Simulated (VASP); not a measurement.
# AlN (P6_3/mmc) in VASP: further runs

Runs on AlN. Level: r2SCAN. Tasks: single point.

Program: VASP 6.6.1. These are calculated values, not measurements. Logs are shortened: lines on timing, memory, paths and dates and some standing lists are left out, and cuts for length are marked.

## 1. The cell of the first run

It takes space group P6_3/mmc (No. 194, hexagonal). Conventional cell: a = 3.174 Å, b = 3.174 Å, c = 4.013 Å, α = 90.00°, β = 90.00°, γ = 120.00°. Al (site symmetry -6m2) has 5 N at 1.83 to 2.01 Å within 2.4 Å. Within 2.4 Å of N (site symmetry -6m2) lie 5 Al at 1.83 to 2.01 Å.

## 2. Single point, r2SCAN

Contents of POSCAR:

```
AlN
1.0
    3.1739474251      0.0000000000      0.0000000000
   -1.5869737126      2.7487190993      0.0000000000
    0.0000000000      0.0000000000      4.0128745022
Al N
2 2
Direct
    0.3333333333      0.6666666667      0.7500000000
    0.6666666667      0.3333333333      0.2500000000
    0.3333333333      0.6666666667      0.2500000000
    0.6666666667      0.3333333333      0.7500000000
```

Contents of INCAR.step1:

```
PREC = Accurate
ENCUT = 520
ISMEAR = 0
SIGMA = 0.01
LREAL = F
LASPH = T
NELM = 80
NBANDS = 16
GGA = PE
ALGO = Normal
EDIFF = 1E-4
LWAVE = T
LCHARG = F
```

Contents of INCAR.step2:

```
PREC = Accurate
ENCUT = 520
EDIFF = 1E-6
ISMEAR = 0
SIGMA = 0.01
LREAL = F
LASPH = T
NELM = 80
ALGO = Normal
ISIF = 2
LWAVE = F
LCHARG = T
METAGGA = R2SCAN
LMIXTAU = T
LELF = T
LVHAR = T
NBANDS = 16
ISTART = 1
```

Contents of KPOINTS:

```
Automatic mesh
0
Gamma
  6 6 4
```

Potentials or basis: VASP PAW PBE potentials, release 64 (Al, N).

The run is started by

```
$ cat potpaw_PBE.64/Al/POTCAR potpaw_PBE.64/N/POTCAR > POTCAR
$ cp INCAR.step1 INCAR
$ mpirun -np 1 vasp_std > vasp.out
$ cp INCAR.step2 INCAR
$ mpirun -np 1 vasp_std > vasp.out
```

OUTCAR:

```text
PREC = Accurate
   ENCUT = 520
   EDIFF = 1E-6
   ISMEAR = 0
   LREAL = F
   LASPH = T
   NELM = 80
   ISIF = 2
   METAGGA = R2SCAN
   ISTART = 1

 ion  position               nearest neighbor table
   1  0.333  0.667  0.750-   4 1.83   4 1.83   4 1.83   3 2.01   3 2.01   2 2.72   2 2.72   2 2.72
                             2 2.72   2 2.72   2 2.72
   2  0.667  0.333  0.250-   3 1.83   3 1.83   3 1.83   4 2.01   4 2.01   1 2.72   1 2.72   1 2.72
                             1 2.72   1 2.72   1 2.72
   3  0.333  0.667  0.250-   2 1.83   2 1.83   2 1.83   1 2.01   1 2.01
   4  0.667  0.333  0.750-   1 1.83   1 1.83   1 1.83   2 2.01   2 2.01

  LATTYP: Found a hexagonal cell.
 ALAT       =     3.1739474251
 C/A-ratio  =     1.2643166268

  Lattice vectors:

 A1 = (   3.1739474251,   0.0000000000,   0.0000000000)
 A2 = (  -1.5869737126,   2.7487190993,   0.0000000000)
 A3 = (   0.0000000000,   0.0000000000,   4.0128745022)

Analysis of symmetry for initial positions (statically):
=====================================================================
 Subroutine PRICEL returns:
 Original cell was already a primitive cell.

 Routine SETGRP: Setting up the symmetry group for a
 hexagonal supercell.

 Subroutine GETGRP returns: Found 24 space group operations
 (whereof 12 operations were pure point group operations)
 out of a pool of 24 trial point group operations.

The static configuration has the point symmetry D_3d.
 The point group associated with its full space group is D_6h.

Analysis of symmetry for dynamics (positions and initial velocities):
=====================================================================
 Subroutine PRICEL returns:
 Original cell was already a primitive cell.

 Routine SETGRP: Setting up the symmetry group for a
 hexagonal supercell.

 Subroutine GETGRP returns: Found 24 space group operations
 (whereof 12 operations were pure point group operations)
 out of a pool of 24 trial point group operations.

The dynamic configuration has the point symmetry D_3d.
 The point group associated with its full space group is D_6h.

 Subroutine INISYM returns: Found 24 space group operations
 (whereof 12 operations are pure point group operations),
 and found     1 'primitive' translations

----------------------------------------------------------------------------------------
[... 93 lines left out ...]
   EDIFF  = 0.1E-05   stopping-criterion for ELM
   LREAL  =      F    real-space projection
   EDIFFG = 0.1E-04   stopping-criterion for IOM
   NSW    =      0    number of steps for IOM
   IBRION =     -1    ionic relax: 0-MD 1-quasi-New 2-CG
   NFREE  =      0    steps in history (QN), initial steepest desc. (CG)
   ISIF   =      2    stress and relaxation
   ISYM   =      2    0-nonsym 1-usesym 2-fastsym
   POTIM  = 0.5000    time-step for ionic-motion
   TEBEG  =    0.0;   TEEND  =   0.0 temperature during run
   PSTRESS=    0.0 pullay stress
   NELECT =      16.0000    total number of electrons
   NUPDOWN=      -1.0000    fix difference up-down
   EMIN   =  10.00;   EMAX   =-10.00  energy-range for DOS
   EFERMI =   0.00;   METHOD = LEGACY
   ISMEAR =     0;   SIGMA  =   0.01  broadening in eV -4-tet -1-fermi 0-gaus
   EFERMI_NEDOS =   21; number of points for ismear=-14 and -15
   IALGO  =     38    algorithm
   IMIX   =      4    mixing-type and parameters
     AMIX     =   0.40;   BMIX     =  1.00
     AMIX_MAG =   1.60;   BMIX_MAG =  1.00
  volume/ion in A,a.u.               =       8.75        59.06
  Fermi-wavevector in a.u.,A,eV,Ry     =   1.261013  2.382969 21.635360  1.590154
  Thomas-Fermi vector in A             =   2.394494
   LORBIT       =      0    0 simple, 1 ext, 2 COOP (PROOUT), +10 PAW based schemes
   METAGGA = R2SCAN    functional components
   LHFCALC =     F    Hartree Fock is set to
   AEXX    =    0.0000 exact exchange contribution
   IVDW    =     0    specifies the selected vdW correction
   LEPSILON=     F    determine dielectric tensor
   LRPA    =     F    only Hartree local field effects (RPA)
 non-spin polarized calculation
 Gauss-broadening in eV      SIGMA  =   0.01
  energy-cutoff  :      520.00
  volume of cell :       35.01
 maximum number of plane-waves:       960
 NGX is ok and might be reduce to    24
   NGX = 11   NGY = 11   NGZ = 15

 number of electron      16.0000003 magnetization

 Free energy of the ion-electron system (eV)
  ---------------------------------------------------
  ext. energy  EPLUGINS =         0.00000000
  ---------------------------------------------------
  free energy    TOTEN  =       -37.69846841 eV

  energy without entropy =      -37.69846841  energy(sigma->0) =      -37.69846841

 E-fermi :   9.3195     XC(G=0): -12.3002

 val. band max:        9.2787178985   @ k =   0.0000   0.0000   0.0000
 cond. band min:      14.1360706804   @ k =   0.0000   0.0000   0.0000
 fundamental gap:      4.8573527820
 Fermi energy:         9.3194716828

 k-point     1 :       0.0000    0.0000    0.0000
  band No.  band energies     occupation
      1      -9.4431      2.00000
      2      -5.1661      2.00000
      3       1.3768      2.00000
      4       5.4677      2.00000
      5       5.4677      2.00000
      6       7.3008      2.00000
[... 376 lines left out ...]
      3       1.6708      2.00000
      4       1.6708      2.00000
      5       3.3592      2.00000
      6       3.3592      2.00000
[... 8 lines left out ...]
     15      24.3700      0.00000
     16      24.3700      0.00000

------------------------ aborting loop because EDIFF is reached ----------------------------------------

  FORCE on cell =-STRESS in cart. coord.  units (eV):
  Direction    XX          YY          ZZ          XY          YZ          ZX
  --------------------------------------------------------------------------------------
  -------------------------------------------------------------------------------------
  Total        6.7753595      6.7753595      5.1075950     -0.0000000      0.0000000      0.0000000
  in kB      310.0682225    310.0682223    233.7444839     -0.0000000      0.0000000      0.0000000
  external PRESSURE =     284.6269762 kB  Pullay stress =       0.0000000 kB

 VOLUME and BASIS-vectors are now :
 -----------------------------------------------------------------------------
  energy-cutoff  :      520.00
  volume of cell :       35.01
      direct lattice vectors                 reciprocal lattice vectors
     3.173947425  0.000000000  0.000000000     0.315065080  0.181902909  0.000000000
    -1.586973713  2.748719099  0.000000000     0.000000000  0.363805818  0.000000000
     0.000000000  0.000000000  4.012874502     0.000000000  0.000000000  0.249197925

 POSITION                                       TOTAL-FORCE (eV/Angst)
 -----------------------------------------------------------------------------------
     -0.00000      1.83248      3.00966        -0.000000     -0.000000      0.000000
      1.58697      0.91624      1.00322         0.000000      0.000000      0.000000
     -0.00000      1.83248      1.00322         0.000000      0.000000      0.000000
      1.58697      0.91624      3.00966        -0.000000     -0.000000      0.000000
 -----------------------------------------------------------------------------------
    total drift:                               -0.000000      0.000000     -0.000000

  FREE ENERGIE OF THE ION-ELECTRON SYSTEM (eV)
  ---------------------------------------------------
  free  energy   TOTEN  =       -37.6984684149 eV

  energy  without entropy=      -37.6984684149  energy(sigma->0) =      -37.69846841
```

OUTCAR.step1:

```text
PREC = Accurate
   ENCUT = 520
   ISMEAR = 0
   LREAL = F
[... 627 lines left out ...]
     -0.00000      1.83248      3.00966         0.000000     -0.000000      0.000000
      1.58697      0.91624      1.00322        -0.000000      0.000000      0.000000
     -0.00000      1.83248      1.00322         0.000000     -0.000000      0.000000
      1.58697      0.91624      3.00966         0.000000      0.000000      0.000000
 -----------------------------------------------------------------------------------
    total drift:                               -0.000000      0.000000     -0.000000

  FREE ENERGIE OF THE ION-ELECTRON SYSTEM (eV)
  ---------------------------------------------------
  free  energy   TOTEN  =       -28.8584925493 eV

  energy  without entropy=      -28.8584925493  energy(sigma->0) =      -28.85849255
```

It took 27 s on 1 thread of Intel Xeon 6975P-C, shared host; peak memory 0.15 GiB.

What came out:

| Item | Value |
| --- | --- |
| Free energy | -37.6985 eV |
| Pressure | 28.5 GPa |
| Band gap on the k mesh | 4.86 eV, direct |

Caveat: the PAW data sets were made with another functional, which shifts forces and pressure a little. r2SCAN opens gaps a little over a GGA but as a rule still falls short of measured ones.

## 3. Single point, r2SCAN

This run uses another cell than the first one, of 9.15 Å³/atom, 1.045 times its volume.

Contents of POSCAR:

```
AlN
1.0
    3.2213267599      0.0000000000      0.0000000000
   -1.6106633799      2.7897508069      0.0000000000
    0.0000000000      0.0000000000      4.0727769829
Al N
2 2
Direct
    0.3333333333      0.6666666667      0.7500000000
    0.6666666667      0.3333333333      0.2500000000
    0.3333333333      0.6666666667      0.2500000000
    0.6666666667      0.3333333333      0.7500000000
```

INCAR.step1 is that of step 2.

Changes to INCAR.step2 since step 2:

```diff
@@ -11,7 +11,5 @@
 LWAVE = F
-LCHARG = T
+LCHARG = F
 METAGGA = R2SCAN
 LMIXTAU = T
-LELF = T
-LVHAR = T
 NBANDS = 16
```

KPOINTS is that of step 2.

Potentials or basis: VASP PAW PBE potentials, release 64 (Al, N).

The run is started by

```
$ cat potpaw_PBE.64/Al/POTCAR potpaw_PBE.64/N/POTCAR > POTCAR
$ cp INCAR.step1 INCAR
$ mpirun -np 1 vasp_std > vasp.out
$ cp INCAR.step2 INCAR
$ mpirun -np 1 vasp_std > vasp.out
```

OUTCAR:

```text
PREC = Accurate
   ENCUT = 520
   EDIFF = 1E-6
   ISMEAR = 0
   LREAL = F
   LASPH = T
   NELM = 80
   ISIF = 2
   METAGGA = R2SCAN
   ISTART = 1

 ion  position               nearest neighbor table
   1  0.333  0.667  0.750-   4 1.86   4 1.86   4 1.86   3 2.04   3 2.04   2 2.76   2 2.76   2 2.76
                             2 2.76   2 2.76   2 2.76
   2  0.667  0.333  0.250-   3 1.86   3 1.86   3 1.86   4 2.04   4 2.04   1 2.76   1 2.76   1 2.76
                             1 2.76   1 2.76   1 2.76
   3  0.333  0.667  0.250-   2 1.86   2 1.86   2 1.86   1 2.04   1 2.04
[... 599 lines left out ...]
  --------------------------------------------------------------------------------------
  -------------------------------------------------------------------------------------
  Total        3.7303990      3.7303990      2.6321249      0.0000000      0.0000000     -0.0000000
  in kB      163.2958125    163.2958124    115.2195718      0.0000000      0.0000000     -0.0000000
  external PRESSURE =     147.2703989 kB  Pullay stress =       0.0000000 kB

 VOLUME and BASIS-vectors are now :
 -----------------------------------------------------------------------------
  energy-cutoff  :      520.00
  volume of cell :       36.60
      direct lattice vectors                 reciprocal lattice vectors
     3.221326760  0.000000000  0.000000000     0.310431097  0.179227478  0.000000000
    -1.610663380  2.789750807  0.000000000     0.000000000  0.358454955  0.000000000
     0.000000000  0.000000000  4.072776983     0.000000000  0.000000000  0.245532717

 POSITION                                       TOTAL-FORCE (eV/Angst)
 -----------------------------------------------------------------------------------
     -0.00000      1.85983      3.05458        -0.000000      0.000000      0.000000
      1.61066      0.92992      1.01819         0.000000     -0.000000      0.000000
     -0.00000      1.85983      1.01819        -0.000000      0.000000      0.000000
      1.61066      0.92992      3.05458        -0.000000     -0.000000      0.000000
 -----------------------------------------------------------------------------------
    total drift:                               -0.000000      0.000000      0.000000

  FREE ENERGIE OF THE ION-ELECTRON SYSTEM (eV)
  ---------------------------------------------------
  free  energy   TOTEN  =       -37.9134245046 eV

  energy  without entropy=      -37.9134245046  energy(sigma->0) =      -37.91342450
```

It took 29 s on 1 thread of Intel Xeon 6975P-C, shared host; peak memory 0.15 GiB.

What came out:

```
Free energy            : -37.9134 eV
Pressure               : 14.7 GPa
Band gap on the k mesh : 4.51 eV, direct
```

Stress tensor (GPa, compression positive):
```
16.33  0.00  0.00
 0.00 16.33  0.00
 0.00  0.00 11.52
```

Levels at points of the mesh, in eV from the valence-band top:
```
           k point  band 5  band 6  band 7  band 8  band 9  band 10  band 11  band 12
(0.00, 0.00, 0.00)   -3.67   -1.88   -1.88    0.00    4.51     5.92     9.52     9.52
(0.50, 0.00, 0.00)   -4.96   -4.57   -3.23   -1.60    4.79     8.00     8.67     9.99
(0.00, 0.00, 0.50)   -2.82   -2.82   -2.82   -2.82    6.88     6.88     9.60     9.60
(0.50, 0.00, 0.50)   -3.60   -3.60   -1.99   -1.99    6.00     6.00    10.79    10.79
```

Caveat: the PAW data sets were made with another functional, which shifts forces and pressure a little.

## 4. Single point, r2SCAN

This run uses another cell than the first one, of 9.55 Å³/atom, 1.091 times its volume.

Contents of POSCAR:

```
AlN
1.0
    3.2673519318      0.0000000000      0.0000000000
   -1.6336759659      2.8296097750      0.0000000000
    0.0000000000      0.0000000000      4.1309673730
Al N
2 2
Direct
    0.3333333333      0.6666666667      0.7500000000
    0.6666666667      0.3333333333      0.2500000000
    0.3333333333      0.6666666667      0.2500000000
    0.6666666667      0.3333333333      0.7500000000
```

Contents of INCAR.step1:

```
ALGO = Normal
EDIFF = 1E-4
ENCUT = 520
GGA = PE
ISMEAR = 0
LASPH = T
LCHARG = F
LREAL = F
LWAVE = T
NBANDS = 16
NELM = 60
PREC = Accurate
SIGMA = 0.01
```

Contents of INCAR.step2:

```
ALGO = Normal
EDIFF = 1E-7
ENCUT = 520
ISIF = 2
ISMEAR = 0
ISTART = 1
LASPH = T
LCHARG = T
LELF = T
LMIXTAU = T
LREAL = F
LVHAR = T
LWAVE = F
METAGGA = R2SCAN
NBANDS = 16
NELM = 60
PREC = Accurate
SIGMA = 0.01
```

Contents of KPOINTS:

```
k-points
0
Gamma
  6 6 4
```

The run is started by

```
$ cat potpaw_PBE.64/Al/POTCAR potpaw_PBE.64/N/POTCAR > POTCAR
$ cp INCAR.step1 INCAR
$ mpirun -np 1 vasp_std > vasp.out
$ cp INCAR.step2 INCAR
$ mpirun -np 1 vasp_std > vasp.out
```

Wall time 31 s (1 thread of Intel Xeon 6975P-C, shared host); peak memory 0.15 GiB.

The run converged. Its results:

| Item | Value |
| --- | --- |
| Free energy | -38.0041 eV |
| Pressure | 3.5 GPa |
| Band gap on the k mesh | 4.18 eV, direct |

Stress tensor (GPa, compression positive):
```
4.35 0.00 0.00
0.00 4.35 0.00
0.00 0.00 1.87
```

Levels at points of the mesh, in eV from the valence-band top:
```tsv
k point	band 4	band 5	band 6	band 7	band 8	band 9	band 10	band 11	band 12	band 13
(0.00, 0.00, 0.00)	-3.54	-3.54	-1.79	-1.79	0.00	4.18	5.55	9.26	9.26	12.49
(0.50, 0.00, 0.00)	-5.06	-4.80	-4.48	-3.09	-1.56	4.67	7.93	8.25	9.93	10.72
(0.00, 0.00, 0.50)	-3.92	-2.71	-2.71	-2.71	-2.71	6.59	6.59	9.38	9.38	9.38
(0.50, 0.00, 0.50)	-7.62	-3.48	-3.48	-1.89	-1.89	5.85	5.85	10.44	10.44	13.05
```

Caveat: the PAW data sets were made with another functional, which shifts forces and pressure a little.

## 5. Single point, r2SCAN

This run uses another cell than the first one, of 9.95 Å³/atom, 1.136 times its volume.

Contents of POSCAR:

```
AlN
1.0
    3.3121157400      0.0000000000      0.0000000000
   -1.6560578700      2.8683763700      0.0000000000
    0.0000000000      0.0000000000      4.1875630000
Al N
2 2
Direct
    0.3333333333      0.6666666667      0.7500000000
    0.6666666667      0.3333333333      0.2500000000
    0.3333333333      0.6666666667      0.2500000000
    0.6666666667      0.3333333333      0.7500000000
```

Contents of INCAR.step1:

```
SYSTEM = AlN
  PREC = Accurate
  ENCUT = 520
  ISMEAR = 0
  SIGMA = 0.01
  LREAL = .False.
  LASPH = .True.
  NELM = 100
  NBANDS = 16
  GGA = PE
  ALGO = Normal
  EDIFF = 1E-4
  LWAVE = .True.
  LCHARG = .False.
```

Contents of INCAR.step2:

```
SYSTEM = AlN
  PREC = Accurate
  ENCUT = 520
  EDIFF = 1E-6
  ISMEAR = 0
  SIGMA = 0.01
  LREAL = .False.
  LASPH = .True.
  NELM = 100
  ALGO = Normal
  ISIF = 2
  LWAVE = .False.
  LCHARG = .False.
  METAGGA = R2SCAN
  LMIXTAU = .True.
  NBANDS = 16
  ISTART = 1
```

Contents of KPOINTS:

```
Automatic mesh
0
Gamma
  6 6 4
  0 0 0
```

The run is started by

```
$ cat potpaw_PBE.64/Al/POTCAR potpaw_PBE.64/N/POTCAR > POTCAR
$ cp INCAR.step1 INCAR
$ mpirun -np 1 vasp_std > vasp.out
$ cp INCAR.step2 INCAR
$ mpirun -np 1 vasp_std > vasp.out
```

Run time: 42 s. Hardware: 1 thread of Intel Xeon 6975P-C, shared host; peak memory 0.16 GiB.

It converged, with:

* Free energy: -37.9932 eV
* Pressure: -5.6 GPa
* Band gap on the k mesh: 3.86 eV, direct

Stress tensor (GPa, compression positive):
```
-5.44  0.00  0.00
 0.00 -5.44  0.00
 0.00  0.00 -5.96
```

Levels at points of the mesh, in eV from the valence-band top:
| k point | band 5 | band 6 | band 7 | band 8 | band 9 | band 10 | band 11 | band 12 |
| --- | --- | --- | --- | --- | --- | --- | --- | --- |
| (0.00, 0.00, 0.00) | -3.41 | -1.70 | -1.70 | 0.00 | 3.86 | 5.20 | 9.03 | 9.03 |
| (0.50, 0.00, 0.00) | -4.64 | -4.40 | -2.95 | -1.52 | 4.54 | 7.85 | 7.86 | 9.86 |
| (0.00, 0.00, 0.50) | -2.60 | -2.60 | -2.60 | -2.60 | 6.32 | 6.32 | 9.18 | 9.18 |
| (0.50, 0.00, 0.50) | -3.36 | -3.36 | -1.80 | -1.80 | 5.70 | 5.70 | 10.10 | 10.10 |

Caveat: the PAW data sets were made with another functional, which shifts forces and pressure a little. r2SCAN opens gaps a little over a GGA but as a rule still falls short of measured ones.

## 6. Overview

```tsv
cell	gap on the mesh (eV)	pressure (GPa)
a = 3.174, b = 3.174, c = 4.013 Å, angles 90.0, 90.0, 120.0°, 4 atoms	4.86	28.5
a = 3.221, b = 3.221, c = 4.073 Å, angles 90.0, 90.0, 120.0°, 4 atoms	4.51	14.7
a = 3.267, b = 3.267, c = 4.131 Å, angles 90.0, 90.0, 120.0°, 4 atoms	4.18	3.5
a = 3.312, b = 3.312, c = 4.188 Å, angles 90.0, 90.0, 120.0°, 4 atoms	3.86	-5.6
```

Alike in all rows: task single point; level r2SCAN; potentials or basis VASP PAW PBE potentials, release 64 (Al, N); no spin polarisation; k mesh 6 × 6 × 4; cutoff (eV) 520; smearing gaussian 0.01 eV.

Caveats: the PAW data sets were made with another functional, which shifts forces and pressure a little.

Absolute energies hang on the potentials; compare differences alone.
